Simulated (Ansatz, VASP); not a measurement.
# Two plane-wave programs on YZr2O2

```xyz
5
Lattice="5.0592 0.0000 0.0000 -2.5296 4.3814 0.0000 0.0000 0.0000 4.0975" Properties=species:S:1:pos:R:3 pbc="T T T"
Y     0.0000    0.0000    0.0000
Zr    0.0000    2.9209    2.0487
Zr    2.5296    1.4605    2.0487
O     0.0000    2.9209    0.0000
O     2.5296    1.4605    0.0000
```

Alike in both runs: functional PBE; k mesh 12 × 12 × 10; occupations gaussian, width 0.1 eV; no spin polarisation.

Ansatz relaxed the structure, and its values are those at the end. VASP's run is a single point on that final structure, the one shown.

|  | VASP | Ansatz |
| --- | --- | --- |
| version | VASP 6.6.1 | Ansatz 0.2.0 |
| potentials or method | VASP PAW PBE potentials, release 64 (Y_sv, Zr_sv, O), cutoff 520 eV | scalar-relativistic, plane waves, PAW |
| valence electrons in the cell | 47 | 47 |

```csv
,VASP,Ansatz,Ansatz less VASP
gap on the k mesh at the Fermi level (eV),none,none,-
pressure (GPa),0.1,0.0,-0.12
```

A gap of «none» marks a metal or a gap that the smearing closes.
